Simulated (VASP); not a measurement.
Here is a VASP 6.6.1 calculation.

The input INCAR:

```
ALGO     = Normal         # electronic algorithm
EDIFF    = 1E-6           # SCF threshold, eV
EDIFFG   = -0.005         # ionic threshold
ENCUT    = 600            # plane-wave cutoff, eV
GGA      = PE             # functional
IBRION   = 2              # ionic algorithm
ISIF     = 3              # what is computed and relaxed
ISMEAR   = 0              # smearing method
LASPH    = True           # aspherical terms in the spheres
LCHARG   = False          # write CHGCAR
LREAL    = False          # projectors in reciprocal space
LWAVE    = False          # write WAVECAR
NELM     = 80             # most SCF steps
NSW      = 100            # ionic steps
PREC     = Accurate       # precision mode
SIGMA    = 0.02           # smearing width, eV
```

Contents of KPOINTS:

```
k-points
0
Gamma
  10 10 10
```

Contents of POSCAR:

```
MgO
1.0
    0.0000000000      2.1085000000      2.1085000000
    2.1085000000      0.0000000000      2.1085000000
    2.1085000000      2.1085000000      0.0000000000
Mg O
1 1
Direct
    0.0000000000      0.0000000000      0.0000000000
    0.5000000000      0.5000000000      0.5000000000
```

Potentials or basis: VASP PAW PBE potentials, release 64 (Mg, O).

Launch:

```bash
$ cat potpaw_PBE.64/Mg/POTCAR potpaw_PBE.64/O/POTCAR > POTCAR
$ mpirun -np 1 vasp_std > vasp.out
```

(1) Estimate the relaxed cell.

(2) Predict the band gap on the k mesh.

(3) What does it give for the relaxed volume?

Results:

(1) a = 3.002 Å, b = 3.002 Å, c = 3.002 Å, α = 60.00°, β = 60.00°, γ = 60.00°.

(2) 4.50 eV, direct.

(3) 9.56 Å³/atom.
